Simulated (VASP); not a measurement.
Write the native input for VASP 6.6.1 that does the following.

- Task: single point
- Functional: PBEsol
- Potentials or basis: VASP PAW PBE potentials, release 64 (Al, Ga_d, N)
- Cutoff: 520 eV
- k mesh: 6 × 6 × 6
- Occupations: gaussian, width 0.05 eV
- Spin: no spin polarisation
- Dipole correction: no
- Further INCAR settings: ALGO = Normal; EDIFF = 1e-06; NBANDS = 41

The structure of AlGa3N4 lies in POSCAR:

```
AlGa3N4
1.0
    4.3559372424      0.0000000000      0.0000000000
    0.0000000000      4.3559372424      0.0000000000
    0.0000000000      0.0000000000      4.4676279409
Al Ga N
1 3 4
Direct
    0.0000000000      0.0000000000      0.0000000000
    0.5000000000      0.5000000000      0.0000000000
    0.5000000000      0.0000000000      0.5000000000
    0.0000000000      0.5000000000      0.5000000000
    0.7550309200      0.7550309200      0.2449690800
    0.7550309200      0.2449690800      0.7550309200
    0.2449690800      0.7550309200      0.7550309200
    0.2449690800      0.2449690800      0.2449690800
```

This cell differs from its parent crystal: strain -0.025 along x and y, +0.000 along z.

One way to write it, as run:

INCAR

```
PREC     = Accurate       # precision mode
ENCUT    = 520            # plane-wave cutoff, eV
EDIFF    = 1E-6           # SCF threshold, eV
ISMEAR   = 0              # smearing method
SIGMA    = 0.05           # smearing width, eV
LREAL    = F              # projectors in reciprocal space
LASPH    = T              # aspherical terms in the spheres
NELM     = 80             # most SCF steps
ALGO     = Normal         # electronic algorithm
ISIF     = 2              # what is computed and relaxed
LWAVE    = F              # write WAVECAR
LCHARG   = T              # write CHGCAR
GGA      = PS             # functional
LELF     = T              # ELF
LVHAR    = T            
NBANDS   = 41             # bands
```

KPOINTS

```
regular mesh
0
Gamma
  6 6 6
```

Potentials or basis: VASP PAW PBE potentials, release 64 (Al, Ga_d, N).

Launch:

```sh
$ cat potpaw_PBE.64/Al/POTCAR potpaw_PBE.64/Ga_d/POTCAR potpaw_PBE.64/N/POTCAR > POTCAR
$ mpirun -np 1 vasp_std > vasp.out
```

Results of the run:

```
Pressure               : 10.5 GPa
Largest force          : 0.029 eV/Å
Band gap on the k mesh : 2.62 eV
```

Caveat: the cell differs from its parent crystal (strain -0.025 along x and y, +0.000 along z); the cell stands under pressure; the PAW data sets were made with another functional, which shifts forces and pressure a little.

Run time: 3.4 min on 1 thread of Intel Xeon 8259CL, with other jobs on the host, peak memory 0.26 GiB.
